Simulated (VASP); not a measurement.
The system is C.

```xyz
2
Lattice="0.0000 1.7834 1.7834 1.7834 0.0000 1.7834 1.7834 1.7834 0.0000" Properties=species:S:1:pos:R:3 pbc="T T T"
C     0.0000    0.0000    0.0000
C     0.8917    0.8917    0.8917
```

Base run:

```yaml
Program: VASP 6.6.1
Functional: LDA
Potentials_or_basis: VASP PAW LDA potentials, release 64 (C)
Cutoff: 520 eV
k_mesh: 10 × 10 × 10
Occupations: gaussian, width 0.01 eV
Spin: no spin polarisation
```

Its results: band gap on the k mesh 4.13 eV, indirect (least direct gap 5.54 eV); pressure -11.6 GPa.

After a change of settings the same cell gave: band gap on the k mesh 4.40 eV, indirect (least direct gap 5.53 eV); pressure -10.6 GPa. Which change was it?
A. k mesh from 10 × 10 × 10 to 6 × 6 × 6; further incar settings from ALGO = Normal; EDIFF = 1e-07; NBANDS = 11 to ALGO = Normal; EDIFF = 1e-06; NBANDS = 11
B. potentials or basis from VASP PAW LDA potentials, release 64 (C) to VASP PAW LDA potentials, release 64 (C_h); cutoff from 520 eV to 910 eV; further incar settings from ALGO = Normal; EDIFF = 1e-07; NBANDS = 11 to ALGO = Normal; EDIFF = 1e-06; NBANDS = 11
C. k mesh from 10 × 10 × 10 to 7 × 7 × 7; further incar settings from ALGO = Normal; EDIFF = 1e-07; NBANDS = 11 to ALGO = Normal; EDIFF = 1e-06; NBANDS = 11
D. k mesh from 10 × 10 × 10 to 4 × 4 × 4

D.

Caveats: some runs use coarse meshes.
